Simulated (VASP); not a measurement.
# HfN (Fm-3m) in VASP: a series of runs

Runs on HfN. Level: r2SCAN. Tasks: single point.

Everything below comes from runs of VASP 6.6.1. Logs are shortened: lines on timing, memory, paths and dates and some standing lists are left out, and cuts for length are marked.

## 1. The cell of the first run

It takes space group Fm-3m (No. 225, cubic). The conventional cell has a = 4.453 Å, b = 4.453 Å, c = 4.453 Å, α = 90.00°, β = 90.00°, γ = 90.00°. Hf (site symmetry m-3m) has 6 N at 2.23 Å within 2.9 Å. Within 2.9 Å of N (site symmetry m-3m) lie 6 Hf at 2.23 Å.

## 2. Single point, r2SCAN

Input file POSCAR:

```
HfN
1.0
    0.0000000000      2.2267203467      2.2267203467
    2.2267203467      0.0000000000      2.2267203467
    2.2267203467      2.2267203467      0.0000000000
Hf N
1 1
Direct
    0.0000000000      0.0000000000      0.0000000000
    0.5000000000      0.5000000000      0.5000000000
```

Input file INCAR.step1:

```
SYSTEM = HfN
ALGO = Normal ; EDIFF = 1E-4
ENCUT = 520 ; GGA = PE
ISMEAR = 0 ; LASPH = .TRUE.
LCHARG = .FALSE. ; LREAL = .FALSE.
LWAVE = .TRUE. ; NBANDS = 14
NELM = 80 ; PREC = Accurate
SIGMA = 0.1
```

Input file INCAR.step2:

```
SYSTEM = HfN
ALGO = Normal ; EDIFF = 1E-7
ENCUT = 520 ; ISIF = 2
ISMEAR = 0 ; ISTART = 1
LASPH = .TRUE. ; LCHARG = .FALSE.
LMIXTAU = .TRUE. ; LREAL = .FALSE.
LWAVE = .FALSE. ; METAGGA = R2SCAN
NBANDS = 14 ; NELM = 80
PREC = Accurate ; SIGMA = 0.1
```

Input file KPOINTS:

```
k-points
0
G
  16 16 16
  0 0 0
```

Potentials or basis: VASP PAW PBE potentials, release 64 (Hf_pv, N).

Command:

```bash
cat potpaw_PBE.64/Hf_pv/POTCAR potpaw_PBE.64/N/POTCAR > POTCAR
cp INCAR.step1 INCAR
mpirun -np 1 vasp_std > vasp.out
cp INCAR.step2 INCAR
mpirun -np 1 vasp_std > vasp.out
```

OUTCAR:

```text
SYSTEM = HfN
   EDIFF = 1E-7
   ENCUT = 520
   ISIF = 2
   ISMEAR = 0
   ISTART = 1
   LASPH = .TRUE.
   LREAL = .FALSE.
   METAGGA = R2SCAN
   NELM = 80
   PREC = Accurate

 ion  position               nearest neighbor table
   1  0.000  0.000  0.000-   2 2.23   2 2.23   2 2.23   2 2.23   2 2.23   2 2.23
   2  0.500  0.500  0.500-   1 2.23   1 2.23   1 2.23   1 2.23   1 2.23   1 2.23

  LATTYP: Found a face centered cubic cell.
 ALAT       =     4.4534406934

  Lattice vectors:

 A1 = (   0.0000000000,   2.2267203467,   2.2267203467)
 A2 = (   2.2267203467,   0.0000000000,   2.2267203467)
 A3 = (   2.2267203467,   2.2267203467,   0.0000000000)

Analysis of symmetry for initial positions (statically):
=====================================================================
 Subroutine PRICEL returns:
 Original cell was already a primitive cell.

 Routine SETGRP: Setting up the symmetry group for a
 face centered cubic supercell.

 Subroutine GETGRP returns: Found 48 space group operations
 (whereof 48 operations were pure point group operations)
 out of a pool of 48 trial point group operations.

The static configuration has the point symmetry O_h .

Analysis of symmetry for dynamics (positions and initial velocities):
=====================================================================
 Subroutine PRICEL returns:
 Original cell was already a primitive cell.

 Routine SETGRP: Setting up the symmetry group for a
 face centered cubic supercell.

 Subroutine GETGRP returns: Found 48 space group operations
 (whereof 48 operations were pure point group operations)
 out of a pool of 48 trial point group operations.

The dynamic configuration has the point symmetry O_h .

 Subroutine INISYM returns: Found 48 space group operations
 (whereof 48 operations are pure point group operations),
 and found     1 'primitive' translations

----------------------------------------------------------------------------------------

                                     Primitive cell

  volume of cell :      22.0814

  direct lattice vectors                    reciprocal lattice vectors
     0.000000000  2.226720347  2.226720347    -0.224545485  0.224545485  0.224545485
     2.226720347  0.000000000  2.226720347     0.224545485 -0.224545485  0.224545485
     2.226720347  2.226720347  0.000000000     0.224545485  0.224545485 -0.224545485

  length of vectors
     3.149058114  3.149058114  3.149058114     0.388924188  0.388924188  0.388924188

  position of ions in fractional coordinates (direct lattice)
     0.000000000  0.000000000  0.000000000
     0.500000000  0.500000000  0.500000000

  ion indices of the primitive-cell ions
   primitive index   ion index
                 1           1
                 2           2

----------------------------------------------------------------------------------------

 KPOINTS: k-points

Automatic generation of k-mesh.
 Grid dimensions read from file:
 generate k-points for:   16   16   16

 Generating k-lattice:

  Cartesian coordinates                     Fractional coordinates (reciprocal lattice)
    -0.014034093  0.014034093  0.014034093     0.062500000  0.000000000  0.000000000
     0.014034093 -0.014034093  0.014034093     0.000000000  0.062500000  0.000000000
     0.014034093  0.014034093 -0.014034093     0.000000000  0.000000000  0.062500000

  Length of vectors
     0.024307762  0.024307762  0.024307762

  Shift w.r.t. Gamma in fractional coordinates (k-lattice)
     0.000000000  0.000000000  0.000000000

 Subroutine IBZKPT returns following result:
 ===========================================

 Found    145 irreducible k-points:

 Following reciprocal coordinates:
            Coordinates               Weight
  0.000000  0.000000  0.000000      1.000000
  0.062500  0.000000  0.000000      8.000000
  0.125000  0.000000  0.000000      8.000000
  0.187500  0.000000  0.000000      8.000000
  0.250000  0.000000  0.000000      8.000000
  0.312500  0.000000  0.000000      8.000000
[... 16 lines left out ...]
 -0.125000  0.062500  0.000000     24.000000
 -0.062500  0.062500  0.000000     12.000000
 [... further k-points ...]
   k-points           NKPTS =    145   k-points in BZ     NKDIM =    145   number of bands    NBANDS=     14
   number of dos      NEDOS =    301   number of ions     NIONS =      2
   total plane-waves  NPLWV =  13824
   dimension x,y,z NGX =    24 NGY =   24 NGZ =   24
   dimension x,y,z NGXF=    48 NGYF=   48 NGZF=   48
   ions per type =               1   1
   NGX,Y,Z   is equivalent  to a cutoff of  12.67, 12.67, 12.67 a.u.
   NGXF,Y,Z  is equivalent  to a cutoff of  25.34, 25.34, 25.34 a.u.
 SYSTEM =  HfN
   PREC   = accura    normal or accurate (medium, high low for compatibility)
   ISTART =      1    job   : 0-new  1-cont  2-samecut
   ICHARG =      0    charge: 1-file 2-atom 10-const
   ISPIN  =      1    spin polarized calculation?
   LNONCOLLINEAR =      F non collinear calculations
   LSORBIT =      F    spin-orbit coupling
   LASPH  =      T    aspherical Exc in radial PAW
   ENCUT  =  520.0 eV  38.22 Ry    6.18 a.u.   5.86  5.86  5.86*2*pi/ulx,y,z
   NELM   =     80;   NELMIN=  2; NELMDL=  0     # of ELM steps
   EDIFF  = 0.1E-06   stopping-criterion for ELM
   LREAL  =      F    real-space projection
   EDIFFG = 0.1E-05   stopping-criterion for IOM
   NSW    =      0    number of steps for IOM
   IBRION =     -1    ionic relax: 0-MD 1-quasi-New 2-CG
   NFREE  =      0    steps in history (QN), initial steepest desc. (CG)
   ISIF   =      2    stress and relaxation
   ISYM   =      2    0-nonsym 1-usesym 2-fastsym
   POTIM  = 0.5000    time-step for ionic-motion
   TEBEG  =    0.0;   TEEND  =   0.0 temperature during run
   PSTRESS=    0.0 pullay stress
   NELECT =      15.0000    total number of electrons
   NUPDOWN=      -1.0000    fix difference up-down
   EMIN   =  10.00;   EMAX   =-10.00  energy-range for DOS
   EFERMI =   0.00;   METHOD = LEGACY
   ISMEAR =     0;   SIGMA  =   0.10  broadening in eV -4-tet -1-fermi 0-gaus
   EFERMI_NEDOS =   21; number of points for ismear=-14 and -15
   IALGO  =     38    algorithm
   IMIX   =      4    mixing-type and parameters
     AMIX     =   0.40;   BMIX     =  1.00
     AMIX_MAG =   1.60;   BMIX_MAG =  1.00
  volume/ion in A,a.u.               =      11.04        74.51
  Fermi-wavevector in a.u.,A,eV,Ry     =   1.439117  2.719538 28.178469  2.071059
  Thomas-Fermi vector in A             =   2.558009
   LORBIT       =      0    0 simple, 1 ext, 2 COOP (PROOUT), +10 PAW based schemes
   METAGGA = R2SCAN    functional components
   LHFCALC =     F    Hartree Fock is set to
   AEXX    =    0.0000 exact exchange contribution
   IVDW    =     0    specifies the selected vdW correction
   LEPSILON=     F    determine dielectric tensor
   LRPA    =     F    only Hartree local field effects (RPA)
 non-spin polarized calculation
 Gauss-broadening in eV      SIGMA  =   0.10
  energy-cutoff  :      520.00
  volume of cell :       22.08
 maximum number of plane-waves:       609
   NGX = 11   NGY = 11   NGZ = 11

 number of electron      15.0000001 magnetization

 Free energy of the ion-electron system (eV)
  ---------------------------------------------------
  ext. energy  EPLUGINS =         0.00000000
  ---------------------------------------------------
  free energy    TOTEN  =       -58.20554309 eV

  energy without entropy =      -58.20275339  energy(sigma->0) =      -58.20414824

 E-fermi :   8.9208     XC(G=0): -13.8182

 val. band max:        8.9181126679   @ k =  -0.1250   0.0625   0.0000
 cond. band min:       8.9372858365   @ k =   0.3750   0.1250   0.0000
 fundamental gap:      0.0191731686
 Fermi energy:         8.9207608694

 k-point     1 :       0.0000    0.0000    0.0000
  band No.  band energies     occupation
      1     -23.4403      2.00000
      2     -23.4403      2.00000
      3     -23.4403      2.00000
      4     -10.0415      2.00000
      5       5.4390      2.00000
      6       5.4390      2.00000
      7       5.4391      2.00000
      8       8.5578      2.00000
      9       8.5578      2.00000
     10       8.5578      2.00000
     11      11.0361      0.00000
     12      11.0361      0.00000
     13      11.4226      0.00000
     14      19.0808      0.00000

 k-point     2 :       0.0625    0.0000    0.0000
  band No.  band energies     occupation
      1     -23.4889      2.00000
      2     -23.4439      2.00000
      3     -23.4439      2.00000
      4      -9.9415      2.00000
      5       5.0356      2.00000
      6       5.1908      2.00000
      7       5.1908      2.00000
      8       8.6741      1.99951
      9       8.7010      1.99811
     10       8.7010      1.99811
     11      11.3645      0.00000
     12      11.3645      0.00000
     13      11.7107      0.00000
     14      19.4110      0.00000

 k-point     3 :       0.1250    0.0000    0.0000
  band No.  band energies     occupation
      1     -23.6245      2.00000
      2     -23.4542      2.00000
      3     -23.4542      2.00000
      4      -9.6554      2.00000
      5       4.1032      2.00000
      6       4.6090      2.00000
      7       4.6090      2.00000
      8       8.8929      1.30647
      9       9.0812      0.02328
     10       9.0812      0.02328
     11      12.2241      0.00000
     12      12.2241      0.00000
     13      12.4579      0.00000
     14      20.1191      0.00000
[... 324 lines left out ...]
 k-point    23 :      -0.1250    0.0625    0.0000
  band No.  band energies     occupation
      1     -23.7029      2.00000
      2     -23.4944      2.00000
      3     -23.4473      2.00000
      4      -9.4535      2.00000
      5       3.4674      2.00000
      6       4.0989      2.00000
      7       4.6021      2.00000
      8       8.9181      1.02987
      9       9.0559      0.05592
     10       9.8421      0.00000
     11      11.7912      0.00000
     12      13.2712      0.00000
     13      13.2882      0.00000
     14      20.1191      0.00000

 k-point    24 :      -0.0625    0.0625    0.0000
  band No.  band energies     occupation
      1     -23.5561      2.00000
      2     -23.4681      2.00000
      3     -23.4416      2.00000
      4      -9.7820      2.00000
      5       4.4003      2.00000
      6       4.7297      2.00000
      7       5.0857      2.00000
      8       8.7157      1.99627
      9       8.7449      1.98712
     10       9.2212      0.00002
     11      11.3064      0.00000
     12      12.1559      0.00000
     13      12.3239      0.00000
     14      19.9340      0.00000

 [... further k-points ...]
[... 5 lines left out ...]
  --------------------------------------------------------------------------------------
  -------------------------------------------------------------------------------------
  Total        1.6847396      1.6847396      1.6847396     -0.0000000     -0.0000000      0.0000000
  in kB      122.2408455    122.2408455    122.2408455     -0.0000000     -0.0000000      0.0000000
  external PRESSURE =     122.2408455 kB  Pullay stress =       0.0000000 kB

 VOLUME and BASIS-vectors are now :
 -----------------------------------------------------------------------------
  energy-cutoff  :      520.00
  volume of cell :       22.08
      direct lattice vectors                 reciprocal lattice vectors
     0.000000000  2.226720347  2.226720347    -0.224545485  0.224545485  0.224545485
     2.226720347  0.000000000  2.226720347     0.224545485 -0.224545485  0.224545485
     2.226720347  2.226720347  0.000000000     0.224545485  0.224545485 -0.224545485

 POSITION                                       TOTAL-FORCE (eV/Angst)
 -----------------------------------------------------------------------------------
      0.00000      0.00000      0.00000         0.000000     -0.000000     -0.000000
      2.22672      2.22672      2.22672        -0.000000      0.000000      0.000000
 -----------------------------------------------------------------------------------
    total drift:                                0.000000     -0.000000     -0.000000

  FREE ENERGIE OF THE ION-ELECTRON SYSTEM (eV)
  ---------------------------------------------------
  free  energy   TOTEN  =       -58.2055430875 eV

  energy  without entropy=      -58.2027533876  energy(sigma->0) =      -58.20414824
```

Run time: 2.2 min. Hardware: 1 thread of AMD EPYC 9R45 (Zen 5), shared host; peak memory 0.15 GiB.

What came out:

- Free energy: -58.2055 eV
- Pressure: 12.2 GPa
- Band gap on the k mesh: zero (an odd number of electrons rules out a gap without spin polarisation)

Caveat: the cell stands under pressure; the PAW data sets were made with another functional, which shifts forces and pressure a little; spin-orbit coupling is left out, which moves the levels of the heavy elements; an odd number of electrons without spin polarisation forces a metal; a magnetic or distorted state may lie lower.

(Continued in part 2 of 2.)
